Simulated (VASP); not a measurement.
Input of a VASP 6.6.1 run:

The input INCAR:

```
SYSTEM = Au
PREC = Accurate ; ENCUT = 400
EDIFF = 1E-8 ; ISMEAR = -1
SIGMA = 0.05 ; LREAL = .False.
LASPH = .True. ; NELM = 120
ALGO = Normal ; ISIF = 2
LWAVE = .False. ; LCHARG = .False.
LEFG = .True. ; NBANDS = 26
GGA_COMPAT = .False.
```

The input KPOINTS:

```
regular mesh
0
Gamma
  18 18 10
  0 0 0
```

POSCAR

```
Au
1.0
    2.9000000000      0.0000000000      0.0000000000
   -1.4500000000      2.5114736710      0.0000000000
    0.0000000000      0.0000000000      4.8800000000
Au
2
Direct
    0.3333333333      0.6666666667      0.7500000000
    0.6666666667      0.3333333333      0.2500000000
```

Potentials or basis: VASP PAW LDA potentials, release 64 (Au_sv_GW).

Launch:

```bash
$ cat potpaw_LDA.64/Au_sv_GW/POTCAR > POTCAR
$ mpirun -np 1 vasp_std > vasp.out
```

Q: Estimate the pressure.

A: -14.1 GPa.

Q: Estimate the band gap on the k mesh.

A: Zero (bands 19 and 20 overlap by 6.65 eV).

Electric field gradients, principal values (V/Å²):
| atom | least | middle | greatest (by size) |
| --- | --- | --- | --- |
| 1 Au | -8.102 | -8.108 | 16.210 |
| 2 Au | -8.102 | -8.108 | 16.210 |

Caveat: the cell stands under tension; without QUAD_EFG the Cq values of the log hold for a quadrupole moment of 1 mb, not for the nuclei; spin-orbit coupling is left out, which moves the levels of the heavy elements.
